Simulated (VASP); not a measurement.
# BaTiO3 (Pm-3m) in VASP: single point with r2SCAN

Aim: the single point of BaTiO3 with r2SCAN.

All numbers are computed with VASP 6.6.1; they aren't measurements. Logs are shortened: lines on timing, memory, paths and dates and some standing lists are left out, and cuts for length are marked.

## (1) The cell of the first run

The structure is cubic, space group Pm-3m (No. 221). The conventional cell has a = 3.963 Å, b = 3.963 Å, c = 3.963 Å, α = 90.00°, β = 90.00°, γ = 90.00°. Within 3.7 Å of Ba (site symmetry m-3m) lie 12 O at 2.80 Å and 8 Ti at 3.43 Å. Within 2.6 Å of Ti (site symmetry m-3m) lie 6 O at 1.98 Å. O (site symmetry 4/mmm) has 2 Ti at 1.98 Å within 2.6 Å. Within 2.6 Å of O (site symmetry 4/mmm) lie 2 Ti at 1.98 Å.

## (2) Single point, r2SCAN

The input, POSCAR:

```
BaTiO3
1.0
   -3.9634728400      0.0000000000     -3.9634728400
    0.0000000000     -3.9634728400      0.0000000000
   -3.9634728400      0.0000000000      3.9634728400
Ba Ti O
2 2 6
Direct
    0.0000000000      0.5000000000      0.5000000000
    0.5000000000      0.5000000000      0.0000000000
    0.0000000000      0.0000000000      0.0000000000
    0.5000000000      0.0000000000      0.5000000000
    0.7500000000      0.0000000000      0.7500000000
    0.2500000000      0.0000000000      0.2500000000
    0.0000000000      0.5000000000      0.0000000000
    0.5000000000      0.5000000000      0.5000000000
    0.7500000000      0.0000000000      0.2500000000
    0.2500000000      0.0000000000      0.7500000000
```

The input, INCAR.step1:

```
SYSTEM = BaTiO3
ALGO = Normal ; EDIFF = 1E-4
ENCUT = 520 ; GGA = PE
ISMEAR = -1 ; LASPH = .TRUE.
LCHARG = .FALSE. ; LREAL = .FALSE.
LWAVE = .TRUE. ; NBANDS = 51
NELM = 100 ; PREC = Accurate
SIGMA = 0.1
```

The input, INCAR.step2:

```
SYSTEM = BaTiO3
ALGO = Normal ; EDIFF = 1E-6
ENCUT = 520 ; ISIF = 2
ISMEAR = -1 ; ISTART = 1
LASPH = .TRUE. ; LCHARG = .FALSE.
LMIXTAU = .TRUE. ; LREAL = .FALSE.
LWAVE = .FALSE. ; METAGGA = R2SCAN
NBANDS = 51 ; NELM = 100
PREC = Accurate ; SIGMA = 0.1
```

The input, KPOINTS:

```
k-points
0
G
  5 7 5
  0 0 0
```

Potentials or basis: VASP PAW PBE potentials, release 64 (Ba_sv, Ti_sv, O).

Launch:

```sh
$ cat potpaw_PBE.64/Ba_sv/POTCAR potpaw_PBE.64/Ti_sv/POTCAR potpaw_PBE.64/O/POTCAR > POTCAR
$ cp INCAR.step1 INCAR
$ mpirun -np 1 vasp_std > vasp.out
$ cp INCAR.step2 INCAR
$ mpirun -np 1 vasp_std > vasp.out
```

OUTCAR:

```text
SYSTEM = BaTiO3
   EDIFF = 1E-6
   ENCUT = 520
   ISIF = 2
   ISMEAR = -1
   ISTART = 1
   LASPH = .TRUE.
   LREAL = .FALSE.
   METAGGA = R2SCAN
   NELM = 100
   PREC = Accurate

 ion  position               nearest neighbor table
   1  0.000  0.500  0.500-   5 2.80   6 2.80   7 2.80   8 2.80   9 2.80  10 2.80   7 2.80   5 2.80
                             6 2.80   9 2.80  10 2.80   8 2.80   4 3.43   3 3.43   3 3.43   3 3.43
   2  0.500  0.500  0.000-   5 2.80   6 2.80   7 2.80   8 2.80   9 2.80  10 2.80   8 2.80   5 2.80
                             6 2.80   9 2.80  10 2.80   7 2.80   4 3.43   4 3.43   3 3.43   3 3.43
   3  0.000  0.000  0.000-   5 1.98   6 1.98   7 1.98   9 1.98  10 1.98   7 1.98   1 3.43   1 3.43
                             1 3.43   2 3.43   2 3.43   1 3.43   2 3.43   2 3.43
   4  0.500  0.000  0.500-   5 1.98   6 1.98   8 1.98   9 1.98  10 1.98   8 1.98   1 3.43   2 3.43
                             1 3.43   2 3.43   2 3.43   2 3.43   1 3.43   1 3.43
   5  0.750  0.000  0.750-   3 1.98   4 1.98   1 2.80   2 2.80   1 2.80   2 2.80
   6  0.250  0.000  0.250-   3 1.98   4 1.98   1 2.80   2 2.80   1 2.80   2 2.80
   7  0.000  0.500  0.000-   3 1.98   3 1.98   1 2.80   1 2.80   2 2.80   2 2.80
   8  0.500  0.500  0.500-   4 1.98   4 1.98   1 2.80   2 2.80   2 2.80   1 2.80
   9  0.750  0.000  0.250-   3 1.98   4 1.98   1 2.80   2 2.80   1 2.80   2 2.80
  10  0.250  0.000  0.750-   3 1.98   4 1.98   1 2.80   2 2.80   1 2.80   2 2.80

  LATTYP: Found a simple tetragonal cell.
 ALAT       =     5.6051970444
 C/A-ratio  =     0.7071067812

  Lattice vectors:

 A1 = (   3.9634728400,   0.0000000000,   3.9634728400)
 A2 = (  -3.9634728400,   0.0000000000,   3.9634728400)
 A3 = (   0.0000000000,  -3.9634728400,   0.0000000000)

Analysis of symmetry for initial positions (statically):
=====================================================================
 Subroutine PRICEL returns following result:

  LATTYP: Found a simple cubic cell.
 ALAT       =     3.9634728400

  Lattice vectors:

 A1 = (   0.0000000000,   0.0000000000,  -3.9634728400)
 A2 = (   0.0000000000,  -3.9634728400,   0.0000000000)
 A3 = (  -3.9634728400,   0.0000000000,   0.0000000000)

   2 primitive cells build up your supercell.

 Routine SETGRP: Setting up the symmetry group for a
 simple tetragonal supercell.

 Subroutine GETGRP returns: Found 16 space group operations
 (whereof 16 operations were pure point group operations)
 out of a pool of 16 trial point group operations.

The static configuration has the point symmetry D_4h.

Analysis of symmetry for dynamics (positions and initial velocities):
=====================================================================
 Subroutine PRICEL returns following result:

  LATTYP: Found a simple cubic cell.
 ALAT       =     3.9634728400

  Lattice vectors:

 A1 = (   0.0000000000,   0.0000000000,  -3.9634728400)
 A2 = (   0.0000000000,  -3.9634728400,   0.0000000000)
 A3 = (  -3.9634728400,   0.0000000000,   0.0000000000)

   2 primitive cells build up your supercell.

 Routine SETGRP: Setting up the symmetry group for a
 simple tetragonal supercell.

 Subroutine GETGRP returns: Found 16 space group operations
 (whereof 16 operations were pure point group operations)
 out of a pool of 16 trial point group operations.

The dynamic configuration has the point symmetry D_4h.

 Subroutine INISYM returns: Found 16 space group operations
 (whereof 16 operations are pure point group operations),
 and found     2 'primitive' translations

----------------------------------------------------------------------------------------

                                     Primitive cell

  volume of cell :      62.2627

  direct lattice vectors                    reciprocal lattice vectors
     0.000000000  0.000000000 -3.963472840     0.000000000  0.000000000 -0.252303987
     0.000000000 -3.963472840  0.000000000     0.000000000 -0.252303987  0.000000000
    -3.963472840  0.000000000  0.000000000    -0.252303987  0.000000000  0.000000000

  length of vectors
     3.963472840  3.963472840  3.963472840     0.252303987  0.252303987  0.252303987

  position of ions in fractional coordinates (direct lattice)
     0.500000000  0.500000000  0.500000000
     0.000000000  0.000000000  0.000000000
     0.000000000  0.000000000  0.500000000
     0.000000000  0.500000000  0.000000000
     0.500000000  0.000000000  0.000000000

  ion indices of the primitive-cell ions
   primitive index   ion index
                 1           1
                 2           3
                 3           5
                 4           7
                 5           9

----------------------------------------------------------------------------------------

 KPOINTS: k-points

Automatic generation of k-mesh.
 Grid dimensions read from file:
 generate k-points for:    5    7    5

 Generating k-lattice:

  Cartesian coordinates                     Fractional coordinates (reciprocal lattice)
    -0.025230399  0.000000000 -0.025230399     0.200000000  0.000000000  0.000000000
     0.000000000 -0.036043427  0.000000000     0.000000000  0.142857143  0.000000000
    -0.025230399  0.000000000  0.025230399     0.000000000  0.000000000  0.200000000

  Length of vectors
     0.035681172  0.036043427  0.035681172

  Shift w.r.t. Gamma in fractional coordinates (k-lattice)
     0.000000000  0.000000000  0.000000000

 Subroutine IBZKPT returns following result:
 ===========================================

 Found     24 irreducible k-points:

 Following reciprocal coordinates:
            Coordinates               Weight
  0.000000  0.000000  0.000000      1.000000
  0.200000  0.000000  0.000000      4.000000
  0.400000  0.000000  0.000000      4.000000
  0.000000  0.142857  0.000000      2.000000
  0.200000  0.142857  0.000000      8.000000
  0.400000  0.142857  0.000000      8.000000
[... 16 lines left out ...]
  0.400000  0.285714  0.400000      8.000000
  0.400000  0.428571  0.400000      8.000000
   k-points           NKPTS =     24   k-points in BZ     NKDIM =     24   number of bands    NBANDS=     51
   number of dos      NEDOS =    301   number of ions     NIONS =     10
   total plane-waves  NPLWV =  52920
   dimension x,y,z NGX =    42 NGY =   30 NGZ =   42
   dimension x,y,z NGXF=    84 NGYF=   60 NGZF=   84
   ions per type =               2   2   6
   NGX,Y,Z   is equivalent  to a cutoff of  12.46, 12.58, 12.46 a.u.
   NGXF,Y,Z  is equivalent  to a cutoff of  24.91, 25.17, 24.91 a.u.
 SYSTEM =  BaTiO3
   PREC   = accura    normal or accurate (medium, high low for compatibility)
   ISTART =      1    job   : 0-new  1-cont  2-samecut
   ICHARG =      0    charge: 1-file 2-atom 10-const
   ISPIN  =      1    spin polarized calculation?
   LNONCOLLINEAR =      F non collinear calculations
   LSORBIT =      F    spin-orbit coupling
   LASPH  =      T    aspherical Exc in radial PAW
   ENCUT  =  520.0 eV  38.22 Ry    6.18 a.u.  10.42  7.37 10.42*2*pi/ulx,y,z
   NELM   =    100;   NELMIN=  2; NELMDL=  0     # of ELM steps
   EDIFF  = 0.1E-05   stopping-criterion for ELM
   LREAL  =      F    real-space projection
   EDIFFG = 0.1E-04   stopping-criterion for IOM
   NSW    =      0    number of steps for IOM
   IBRION =     -1    ionic relax: 0-MD 1-quasi-New 2-CG
   NFREE  =      0    steps in history (QN), initial steepest desc. (CG)
   ISIF   =      2    stress and relaxation
   ISYM   =      2    0-nonsym 1-usesym 2-fastsym
   POTIM  = 0.5000    time-step for ionic-motion
   TEBEG  =    0.0;   TEEND  =   0.0 temperature during run
   PSTRESS=    0.0 pullay stress
   NELECT =      80.0000    total number of electrons
   NUPDOWN=      -1.0000    fix difference up-down
   EMIN   =  10.00;   EMAX   =-10.00  energy-range for DOS
   EFERMI =   0.00;   METHOD = LEGACY
   ISMEAR =    -1;   SIGMA  =   0.10  broadening in eV -4-tet -1-fermi 0-gaus
   EFERMI_NEDOS =   21; number of points for ismear=-14 and -15
   IALGO  =     38    algorithm
   IMIX   =      4    mixing-type and parameters
     AMIX     =   0.40;   BMIX     =  1.00
     AMIX_MAG =   1.60;   BMIX_MAG =  1.00
  volume/ion in A,a.u.               =      12.45        84.03
  Fermi-wavevector in a.u.,A,eV,Ry     =   1.412599  2.669425 27.149560  1.995436
  Thomas-Fermi vector in A             =   2.534331
   LORBIT       =      0    0 simple, 1 ext, 2 COOP (PROOUT), +10 PAW based schemes
   METAGGA = R2SCAN    functional components
   LHFCALC =     F    Hartree Fock is set to
   AEXX    =    0.0000 exact exchange contribution
   IVDW    =     0    specifies the selected vdW correction
   LEPSILON=     F    determine dielectric tensor
   LRPA    =     F    only Hartree local field effects (RPA)
 non-spin polarized calculation
  energy-cutoff  :      520.00
  volume of cell :      124.53
 maximum number of plane-waves:      3395
 NGX is ok and might be reduce to    42
   NGX = 21   NGY = 15   NGZ = 21

 number of electron      79.9999957 magnetization

 Free energy of the ion-electron system (eV)
  ---------------------------------------------------
  ext. energy  EPLUGINS =         0.00000000
  ---------------------------------------------------
  free energy    TOTEN  =      -148.38001708 eV

  energy without entropy =     -148.38000805  energy(sigma->0) =     -148.38001257

 E-fermi :   4.9134     XC(G=0): -12.0876

 val. band max:        3.7570710306   @ k =   0.0000   0.4286   0.0000
 cond. band min:       5.9653098642   @ k =   0.0000   0.0000   0.0000
 fundamental gap:      2.2082388336
 Fermi energy:         4.9134308614

 k-point     1 :       0.0000    0.0000    0.0000
  band No.  band energies     occupation
      1     -54.9806      2.00000
      2     -54.9779      2.00000
      3     -30.2198      2.00000
      4     -30.2198      2.00000
      5     -30.1576      2.00000
      6     -30.1566      2.00000
[... 43 lines left out ...]
     50       9.4022      0.00000
     51       9.4025      0.00000
[... 1240 lines left out ...]
     50      12.0987      0.00000
     51      12.4244      0.00000

------------------------ aborting loop because EDIFF is reached ----------------------------------------

  FORCE on cell =-STRESS in cart. coord.  units (eV):
  Direction    XX          YY          ZZ          XY          YZ          ZX
  --------------------------------------------------------------------------------------
  -------------------------------------------------------------------------------------
  Total        5.1244405      5.1091138      5.1244405      0.0000000      0.0000000      0.0000000
  in kB       65.9324750     65.7352785     65.9324750      0.0000000      0.0000000      0.0000000
  external PRESSURE =      65.8667428 kB  Pullay stress =       0.0000000 kB

 VOLUME and BASIS-vectors are now :
 -----------------------------------------------------------------------------
  energy-cutoff  :      520.00
  volume of cell :      124.53
      direct lattice vectors                 reciprocal lattice vectors
    -3.963472840  0.000000000 -3.963472840    -0.126151994  0.000000000 -0.126151994
     0.000000000 -3.963472840  0.000000000     0.000000000 -0.252303987  0.000000000
    -3.963472840  0.000000000  3.963472840    -0.126151994  0.000000000  0.126151994

 POSITION                                       TOTAL-FORCE (eV/Angst)
 -----------------------------------------------------------------------------------
     -1.98174     -1.98174      1.98174         0.000000      0.000000     -0.000000
     -1.98174     -1.98174     -1.98174         0.000000     -0.000000      0.000000
      0.00000      0.00000      0.00000        -0.000000     -0.000000      0.000000
     -3.96347      0.00000      0.00000        -0.000000     -0.000000      0.000000
     -5.94521      0.00000      0.00000         0.000000     -0.000000     -0.000000
     -1.98174      0.00000      0.00000         0.000000     -0.000000      0.000000
      0.00000     -1.98174      0.00000         0.000000     -0.000000     -0.000000
     -3.96347     -1.98174      0.00000         0.000000     -0.000000     -0.000000
     -3.96347      0.00000     -1.98174        -0.000000     -0.000000     -0.000000
     -3.96347      0.00000      1.98174        -0.000000     -0.000000     -0.000000
 -----------------------------------------------------------------------------------
    total drift:                               -0.000000      0.000000     -0.000000

  FREE ENERGIE OF THE ION-ELECTRON SYSTEM (eV)
  ---------------------------------------------------
  free  energy   TOTEN  =      -148.3800170788 eV

  energy  without entropy=     -148.3800080545  energy(sigma->0) =     -148.38001257
```

Run time: 7.4 min. Hardware: 1 thread of AMD EPYC 7R13 (Zen 3), shared host; peak memory 0.29 GiB.

What came out:

* Free energy: -148.3800 eV
* Pressure: 6.6 GPa
* Band gap on the k mesh: 2.21 eV

Caveat: the cell stands under pressure; the PAW data sets were made with another functional, which shifts forces and pressure a little; spin-orbit coupling is left out, which moves the levels of the heavy elements; an odd mesh through Γ misses points on the zone boundary, where band edges can lie.
